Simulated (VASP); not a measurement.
# TiC (P4mm) in VASP: single point with PBE

Aim: the single point of TiC with PBE.

Program: VASP 6.6.1. These are calculated values, not measurements. Logs are shortened: lines on timing, memory, paths and dates and some standing lists are left out, and cuts for length are marked.

### Step 1. The cell of the first run

Symmetry: P4mm, No. 99, tetragonal system. Conventional cell: a = 4.333 Å, b = 4.333 Å, c = 4.333 Å, α = 90.00°, β = 90.00°, γ = 90.00°. Ti (site symmetry 4mm) has 6 C at 1.97 to 2.37 Å within 2.6 Å. Ti (site symmetry 2mm) has 6 C at 2.17 Å within 2.9 Å. Ti (site symmetry 4mm) has 6 C at 2.17 Å within 2.9 Å. Within 2.6 Å of C (site symmetry 4mm) lie 6 Ti at 1.97 to 2.37 Å. C (site symmetry 2mm) has 6 Ti at 2.17 to 2.18 Å within 2.9 Å. Within 2.9 Å of C (site symmetry 4mm) lie 6 Ti at 2.17 Å.

### Step 2. Single point, PBE (atom 1 (Ti) moved -0.200 Å along Cartesian [1 0 0])

INCAR

```
  PREC = Accurate
  ENCUT = 520
  EDIFF = 1E-6
  ISMEAR = 0
  SIGMA = 0.15
  LREAL = F
  LASPH = T
  NELM = 80
  ALGO = Normal
  ISIF = 2
  LWAVE = F
  LCHARG = T
  GGA = PE
  LELF = T
  LVHAR = T
  NBANDS = 42
```

KPOINTS

```
Automatic mesh
0
Gamma
  14 14 14
```

POSCAR

```
TiC
1.0
    4.3329230482      0.0000000000      0.0000000000
    0.0000000000     -4.3329230482      0.0000000000
    0.0000000000      0.0000000000     -4.3329230482
Ti C
4 4
Direct
   -0.0461582165      1.0000000000      1.0000000000
    0.5000000000      0.5000000000      1.0000000000
    0.5000000000      1.0000000000      0.5000000000
    0.0000000000      0.5000000000      0.5000000000
    0.5000000000      0.0000000000      0.0000000000
    0.0000000000      0.5000000000      0.0000000000
    0.0000000000      0.0000000000      0.5000000000
    0.5000000000      0.5000000000      0.5000000000
```

Potentials or basis: VASP PAW PBE potentials, release 64 (Ti_sv, C).

Run with:

```bash
cat potpaw_PBE.64/Ti_sv/POTCAR potpaw_PBE.64/C/POTCAR > POTCAR
mpirun -np 1 vasp_std > vasp.out
```

OUTCAR:

```text
PREC = Accurate
   ENCUT = 520
   EDIFF = 1E-6
   ISMEAR = 0
   LREAL = F
   LASPH = T
   NELM = 80
   ISIF = 2
   GGA = PE

 ion  position               nearest neighbor table
   1  0.954  0.000  0.000-   5 1.97   6 2.18   7 2.18   7 2.18   6 2.18   5 2.37
   2  0.500  0.500  0.000-   5 2.17   6 2.17   8 2.17   8 2.17   5 2.17   6 2.17
   3  0.500  0.000  0.500-   5 2.17   7 2.17   8 2.17   5 2.17   8 2.17   7 2.17
   4  0.000  0.500  0.500-   6 2.17   7 2.17   8 2.17   6 2.17   7 2.17   8 2.17
   5  0.500  0.000  0.000-   1 1.97   2 2.17   3 2.17   3 2.17   2 2.17   1 2.37
   6  0.000  0.500  0.000-   2 2.17   4 2.17   4 2.17   2 2.17   1 2.18   1 2.18
   7  0.000  0.000  0.500-   3 2.17   4 2.17   4 2.17   3 2.17   1 2.18   1 2.18
   8  0.500  0.500  0.500-   2 2.17   3 2.17   4 2.17   2 2.17   3 2.17   4 2.17

  LATTYP: Found a simple cubic cell.
 ALAT       =     4.3329230482

  Lattice vectors:

 A1 = (   4.3329230482,   0.0000000000,   0.0000000000)
 A2 = (   0.0000000000,  -4.3329230482,   0.0000000000)
 A3 = (   0.0000000000,   0.0000000000,  -4.3329230482)

Analysis of symmetry for initial positions (statically):
=====================================================================
 Subroutine PRICEL returns:
 Original cell was already a primitive cell.

 Routine SETGRP: Setting up the symmetry group for a
 simple cubic supercell.

 Subroutine GETGRP returns: Found  8 space group operations
 (whereof  8 operations were pure point group operations)
 out of a pool of 48 trial point group operations.

The static configuration has the point symmetry C_4v.

Analysis of symmetry for dynamics (positions and initial velocities):
=====================================================================
 Subroutine PRICEL returns:
 Original cell was already a primitive cell.

 Routine SETGRP: Setting up the symmetry group for a
 simple cubic supercell.

 Subroutine GETGRP returns: Found  8 space group operations
 (whereof  8 operations were pure point group operations)
 out of a pool of 48 trial point group operations.

The dynamic configuration has the point symmetry C_4v.

 Subroutine INISYM returns: Found  8 space group operations
 (whereof  8 operations are pure point group operations),
 and found     1 'primitive' translations

----------------------------------------------------------------------------------------

                                     Primitive cell

  volume of cell :      81.3473

  direct lattice vectors                    reciprocal lattice vectors
     4.332923048  0.000000000  0.000000000     0.230791082  0.000000000  0.000000000
     0.000000000 -4.332923048  0.000000000     0.000000000 -0.230791082  0.000000000
     0.000000000  0.000000000 -4.332923048     0.000000000  0.000000000 -0.230791082

  length of vectors
     4.332923048  4.332923048  4.332923048     0.230791082  0.230791082  0.230791082

  position of ions in fractional coordinates (direct lattice)
     0.953841784  0.000000000  0.000000000
     0.500000000  0.500000000  0.000000000
     0.500000000  0.000000000  0.500000000
     0.000000000  0.500000000  0.500000000
     0.500000000  0.000000000  0.000000000
     0.000000000  0.500000000  0.000000000
     0.000000000  0.000000000  0.500000000
     0.500000000  0.500000000  0.500000000

  ion indices of the primitive-cell ions
   primitive index   ion index
                 1           1
                 2           2
                 3           3
                 4           4
                 5           5
                 6           6
                 7           7
                 8           8

----------------------------------------------------------------------------------------

 KPOINTS: Automatic mesh

Automatic generation of k-mesh.
 Grid dimensions read from file:
 generate k-points for:   14   14   14

 Generating k-lattice:

  Cartesian coordinates                     Fractional coordinates (reciprocal lattice)
     0.016485077  0.000000000  0.000000000     0.071428571  0.000000000  0.000000000
     0.000000000 -0.016485077  0.000000000     0.000000000  0.071428571  0.000000000
     0.000000000  0.000000000 -0.016485077     0.000000000  0.000000000  0.071428571

  Length of vectors
     0.016485077  0.016485077  0.016485077

  Shift w.r.t. Gamma in fractional coordinates (k-lattice)
     0.000000000  0.000000000  0.000000000

 Subroutine IBZKPT returns following result:
 ===========================================

 Found    288 irreducible k-points:

 Following reciprocal coordinates:
            Coordinates               Weight
  0.000000  0.000000  0.000000      1.000000
  0.071429  0.000000  0.000000      2.000000
  0.000000  0.071429  0.000000      4.000000
  0.142857  0.000000  0.000000      2.000000
  0.000000  0.142857  0.000000      4.000000
  0.214286  0.000000  0.000000      2.000000
[... 16 lines left out ...]
  0.071429  0.000000  0.214286      8.000000
  0.285714  0.071429  0.000000      8.000000
 [... further k-points ...]
   k-points           NKPTS =    288   k-points in BZ     NKDIM =    288   number of bands    NBANDS=     42
   number of dos      NEDOS =    301   number of ions     NIONS =      8
   total plane-waves  NPLWV =  32768
   dimension x,y,z NGX =    32 NGY =   32 NGZ =   32
   dimension x,y,z NGXF=    64 NGYF=   64 NGZF=   64
   ions per type =               4   4
   NGX,Y,Z   is equivalent  to a cutoff of  12.28, 12.28, 12.28 a.u.
   NGXF,Y,Z  is equivalent  to a cutoff of  24.56, 24.56, 24.56 a.u.
 SYSTEM =  unknown system
   PREC   = accura    normal or accurate (medium, high low for compatibility)
   ISTART =      0    job   : 0-new  1-cont  2-samecut
   ICHARG =      2    charge: 1-file 2-atom 10-const
   ISPIN  =      1    spin polarized calculation?
   LNONCOLLINEAR =      F non collinear calculations
   LSORBIT =      F    spin-orbit coupling
   LASPH  =      T    aspherical Exc in radial PAW
   ENCUT  =  520.0 eV  38.22 Ry    6.18 a.u.   8.06  8.06  8.06*2*pi/ulx,y,z
   NELM   =     80;   NELMIN=  2; NELMDL= -5     # of ELM steps
   EDIFF  = 0.1E-05   stopping-criterion for ELM
   LREAL  =      F    real-space projection
   EDIFFG = 0.1E-04   stopping-criterion for IOM
   NSW    =      0    number of steps for IOM
   IBRION =     -1    ionic relax: 0-MD 1-quasi-New 2-CG
   NFREE  =      0    steps in history (QN), initial steepest desc. (CG)
   ISIF   =      2    stress and relaxation
   ISYM   =      2    0-nonsym 1-usesym 2-fastsym
   POTIM  = 0.5000    time-step for ionic-motion
   TEBEG  =    0.0;   TEEND  =   0.0 temperature during run
   PSTRESS=    0.0 pullay stress
   NELECT =      64.0000    total number of electrons
   NUPDOWN=      -1.0000    fix difference up-down
   EMIN   =  10.00;   EMAX   =-10.00  energy-range for DOS
   EFERMI =   0.00;   METHOD = LEGACY
   ISMEAR =     0;   SIGMA  =   0.15  broadening in eV -4-tet -1-fermi 0-gaus
   EFERMI_NEDOS =   21; number of points for ismear=-14 and -15
   IALGO  =     38    algorithm
   IMIX   =      4    mixing-type and parameters
     AMIX     =   0.40;   BMIX     =  1.00
     AMIX_MAG =   1.60;   BMIX_MAG =  1.00
  volume/ion in A,a.u.               =      10.17        68.62
  Fermi-wavevector in a.u.,A,eV,Ry     =   1.511311  2.855964 31.076536  2.284061
  Thomas-Fermi vector in A             =   2.621385
   LORBIT       =      0    0 simple, 1 ext, 2 COOP (PROOUT), +10 PAW based schemes
   GGA     = PE    functional components
   LHFCALC =     F    Hartree Fock is set to
   AEXX    =    0.0000 exact exchange contribution
   IVDW    =     0    specifies the selected vdW correction
   LEPSILON=     F    determine dielectric tensor
   LRPA    =     F    only Hartree local field effects (RPA)
 non-spin polarized calculation
 Gauss-broadening in eV      SIGMA  =   0.15
  energy-cutoff  :      520.00
  volume of cell :       81.35
 maximum number of plane-waves:      2272
   NGX = 17   NGY = 17   NGZ = 17

 number of electron      64.0000027 magnetization

 Free energy of the ion-electron system (eV)
  ---------------------------------------------------
  ext. energy  EPLUGINS =         0.00000000
  ---------------------------------------------------
  free energy    TOTEN  =       -74.52721871 eV

  energy without entropy =      -74.51480746  energy(sigma->0) =      -74.52101309

 E-fermi :   9.3864     XC(G=0): -12.6847

 val. band max:        9.3793090569   @ k =   0.2857   0.0714   0.0714
 cond. band min:       9.3885691190   @ k =   0.0000   0.2857   0.0714
 fundamental gap:      0.0092600621
 Fermi energy:         9.3863804403

 k-point     1 :       0.0000    0.0000    0.0000
  band No.  band energies     occupation
      1     -47.2073      2.00000
      2     -47.1347      2.00000
      3     -47.0845      2.00000
      4     -47.0337      2.00000
      5     -23.6661      2.00000
      6     -23.6661      2.00000
[... 34 lines left out ...]
     41      12.0809      0.00000
     42      12.2110      0.00000

 k-point     2 :       0.0714    0.0000    0.0000
  band No.  band energies     occupation
      1     -47.2064      2.00000
      2     -47.1347      2.00000
      3     -47.0853      2.00000
      4     -47.0338      2.00000
      5     -23.6631      2.00000
      6     -23.6631      2.00000
[... 34 lines left out ...]
     41      12.1009      0.00000
     42      12.3573      0.00000

 k-point     3 :       0.0000    0.0714    0.0000
  band No.  band energies     occupation
      1     -47.2062      2.00000
      2     -47.1353      2.00000
      3     -47.0846      2.00000
      4     -47.0341      2.00000
      5     -23.6628      2.00000
      6     -23.6615      2.00000
[... 34 lines left out ...]
     41      12.1677      0.00000
     42      12.3703      0.00000

 k-point     4 :       0.1429    0.0000    0.0000
  band No.  band energies     occupation
      1     -47.2039      2.00000
      2     -47.1347      2.00000
      3     -47.0875      2.00000
      4     -47.0342      2.00000
      5     -23.6544      2.00000
      6     -23.6544      2.00000
[... 844 lines left out ...]
     41      12.8050      0.00000
     42      12.8987      0.00000

 k-point    23 :       0.0714    0.0000    0.2143
  band No.  band energies     occupation
      1     -47.1971      2.00000
      2     -47.1404      2.00000
      3     -47.0858      2.00000
      4     -47.0369      2.00000
      5     -23.6349      2.00000
      6     -23.6271      2.00000
[... 34 lines left out ...]
     41      12.8173      0.00000
     42      12.8493      0.00000

 k-point    24 :       0.2857    0.0714    0.0000
  band No.  band energies     occupation
      1     -47.1946      2.00000
      2     -47.1353      2.00000
      3     -47.0949      2.00000
      4     -47.0355      2.00000
      5     -23.6222      2.00000
      6     -23.6201      2.00000
[... 34 lines left out ...]
     41      12.8305      0.00000
     42      12.9702      0.00000

 [... further k-points ...]
[... 5 lines left out ...]
  --------------------------------------------------------------------------------------
  -------------------------------------------------------------------------------------
  Total        1.9396634      0.6255241      0.6255241      0.0000000      0.0000000      0.0000000
  in kB       38.2026964     12.3200277     12.3200277      0.0000000      0.0000000      0.0000000
  external PRESSURE =      20.9475839 kB  Pullay stress =       0.0000000 kB

 VOLUME and BASIS-vectors are now :
 -----------------------------------------------------------------------------
  energy-cutoff  :      520.00
  volume of cell :       81.35
      direct lattice vectors                 reciprocal lattice vectors
     4.332923048  0.000000000  0.000000000     0.230791082  0.000000000  0.000000000
     0.000000000 -4.332923048  0.000000000     0.000000000 -0.230791082  0.000000000
     0.000000000  0.000000000 -4.332923048     0.000000000  0.000000000 -0.230791082

 POSITION                                       TOTAL-FORCE (eV/Angst)
 -----------------------------------------------------------------------------------
      4.13292      0.00000      0.00000         3.326331      0.000000      0.000000
      2.16646     -2.16646      0.00000        -0.655220      0.000000     -0.000000
      2.16646      0.00000     -2.16646        -0.655220      0.000000     -0.000000
      0.00000     -2.16646     -2.16646         0.083223      0.000000     -0.000000
      2.16646      0.00000      0.00000        -0.917081      0.000000     -0.000000
      0.00000     -2.16646      0.00000        -0.446201      0.000000     -0.000000
      0.00000      0.00000     -2.16646        -0.446201      0.000000     -0.000000
      2.16646     -2.16646     -2.16646        -0.289631     -0.000000     -0.000000
 -----------------------------------------------------------------------------------
    total drift:                                0.000077      0.000000     -0.000001

  FREE ENERGIE OF THE ION-ELECTRON SYSTEM (eV)
  ---------------------------------------------------
  free  energy   TOTEN  =       -74.5272187073 eV

  energy  without entropy=      -74.5148074642  energy(sigma->0) =      -74.52101309
```

It took 6.6 min on 1 thread of Intel Xeon 6975P-C (Granite Rapids), shared host; peak memory 0.73 GiB.

Results:

```yaml
Free_energy: -74.5272 eV
Pressure: 2.1 GPa
Largest_force: 3.326 eV/Å
Band_gap_on_the_k_mesh: zero (band 32 reaches 9.73 eV, above the bottom of band 33 at 9.02 eV)
```

Forces in eV/Å, atoms in the order of the input:
```
Ti   3.326  0.000  0.000
Ti  -0.655  0.000  0.000
Ti  -0.655  0.000  0.000
Ti   0.083  0.000  0.000
C   -0.917  0.000  0.000
C   -0.446  0.000  0.000
C   -0.446  0.000  0.000
C   -0.290  0.000  0.000
```

Levels at points of the mesh, in eV from the Fermi level:
| k point | band 28 | band 29 | band 30 | band 31 | band 32 | band 33 | band 34 | band 35 | band 36 | band 37 |
| --- | --- | --- | --- | --- | --- | --- | --- | --- | --- | --- |
| (0.00, 0.00, 0.00) | -0.26 | -0.12 | -0.05 | -0.02 | -0.02 | 0.74 | 0.82 | 0.82 | 1.20 | 1.67 |
| (0.50, 0.00, 0.00) | -2.54 | -0.78 | -0.52 | -0.52 | -0.38 | -0.36 | -0.36 | 2.07 | 2.33 | 2.41 |
| (0.00, 0.50, 0.00) | -2.64 | -1.14 | -0.63 | -0.48 | -0.32 | -0.31 | 0.05 | 2.18 | 2.21 | 2.76 |
| (0.50, 0.50, 0.00) | -2.59 | -2.59 | -2.57 | -2.53 | -2.40 | 1.83 | 2.14 | 2.20 | 2.40 | 3.02 |
| (0.00, 0.50, 0.50) | -2.60 | -2.52 | -2.46 | -2.46 | -2.44 | 2.11 | 2.14 | 2.16 | 2.16 | 2.94 |
| (0.50, 0.50, 0.50) | -2.86 | -2.86 | -2.85 | -2.79 | -2.79 | 2.84 | 2.88 | 2.88 | 2.91 | 2.93 |

Caveat: the cell differs from its parent crystal (atom 1 (Ti) moved -0.200 Å along Cartesian [1 0 0]); forces of over 1 eV/Å act on the atoms, so gaps and moduli don't describe the material at rest.
